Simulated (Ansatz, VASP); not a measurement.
# CaSe in VASP and in Ansatz

```xyz
2
Lattice="0.0000 3.0393 2.7962 3.0393 0.0000 2.7962 3.0393 3.0393 0.0000" Properties=species:S:1:pos:R:3 pbc="T T T"
Ca    0.0000    0.0000    0.0000
Se    3.0393    3.0393    2.7962
```

Alike in both runs: task single point; functional PBEsol; k mesh 10 × 10 × 10; occupations gaussian, width 0.05 eV; no spin polarisation.

|  | VASP | Ansatz |
| --- | --- | --- |
| version | VASP 6.6.1 | Ansatz 0.2.0 |
| potentials or method | VASP PAW PBE potentials, release 64 (Ca_sv, Se), cutoff 520 eV | scalar-relativistic, plane waves, PAW |
| valence electrons in the cell | 16 | 26 |

Ansatz gave:

```
gap on the k mesh at the Fermi level (eV)                     : 1.87
least direct gap on the mesh (eV)                             : 2.73
pressure (GPa)                                                : -0.2
traceless stress, the component that is largest in VASP (GPa) : 5.91
```

Problem. Estimate VASP's values.

Solution. gap on the k mesh at the Fermi level (eV): 1.85; least direct gap on the mesh (eV): 2.72; pressure (GPa): 0.0; traceless stress, the component that is largest in VASP (GPa): 6.02.

VASP's potentials were made for PBE, not for PBEsol. With one functional, cell and mesh, what is left measures potentials, basis and numerics. VASP's potentials hold 16 valence electrons a cell and Ansatz's 26, so a difference there can come from the potentials and not from the codes.
